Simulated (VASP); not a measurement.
Crystal: Co.

```
Co
1.0
     3.23218    0.00000    0.00000
    -1.61609    2.79915    0.00000
     0.00000    0.00000    3.66702
Co
3
Direct
  0.22540 0.00000 0.33333
  0.00000 0.22540 0.66667
  0.77460 0.77460 0.00000
```

* Program: VASP 6.6.1
* Task: relaxation of cell and atoms
* Functional: r2SCAN
* Potentials or basis: VASP PAW PBE potentials, release 64 (Co)
* Cutoff: 600 eV
* k mesh: 6 × 6 × 6
* Occupations: gaussian, width 0.1 eV
* Spin: collinear spin, ferromagnetic start
* Starting moments: [0.99, 0.99, 0.99] μB

At the start: pressure 58.0 GPa; volume 11.06 Å³/atom.

Problem. Where does the relaxation end?

Solution. Over 14 steps the energy falls by 1204.6 meV/atom and the volume is 11.39 Å³/atom (+3.0 %); space group P3_121 (No. 152, to 0.1 Å) before, R-3m (No. 166, to 0.1 Å); moment 0.00 μB per cell.

The path:
| step | energy change (eV) | largest force (eV/Å) | pressure (GPa) | volume (Å³) |
| --- | --- | --- | --- | --- |
| 1 | 0.0000 | 9.8860 | 58.01 | 33.18 |
| 2 | -0.2719 | 0.5697 | -31.58 | 55.76 |
| 3 | -1.1743 | 0.1893 | -32.21 | 50.74 |
| 4 | -1.9337 | 0.0557 | -31.16 | 46.91 |
| 5 | -3.0246 | 0.7909 | -16.16 | 39.70 |
| 6 | -3.0214 | 1.4348 | -9.10 | 38.35 |
| 7 | -3.0391 | 1.0764 | -12.87 | 39.03 |
| 8 | -3.4276 | 1.0688 | 1.13 | 34.74 |
| 9 | -3.4536 | 1.0235 | 8.39 | 33.43 |
| 10 | -3.6009 | 0.1577 | 4.03 | 33.55 |
| 11 | -3.6074 | 0.0280 | 3.61 | 33.59 |
| 12 | -3.6061 | 0.0309 | -3.63 | 34.78 |
| 13 | -3.6137 | 0.0025 | 0.20 | 34.15 |
| 14 | -3.6137 | 0.0041 | -0.15 | 34.18 |

Final structure:
```
Co
1.0
     3.12488    0.00000    0.00000
    -1.56244    2.70622    0.00000
     0.00000    0.00000    4.04176
Co
3
Cartesian
  -0.5216 2.7062 1.3473
  -0.5204 0.9014 2.6945
  1.0420 1.8048 0.0000
```

Caveat: the k points lie up to 0.39 Å⁻¹ apart in the final cell; the moments typed at the start vanished in this run; the PAW data sets were made with another functional, which shifts forces and pressure a little.
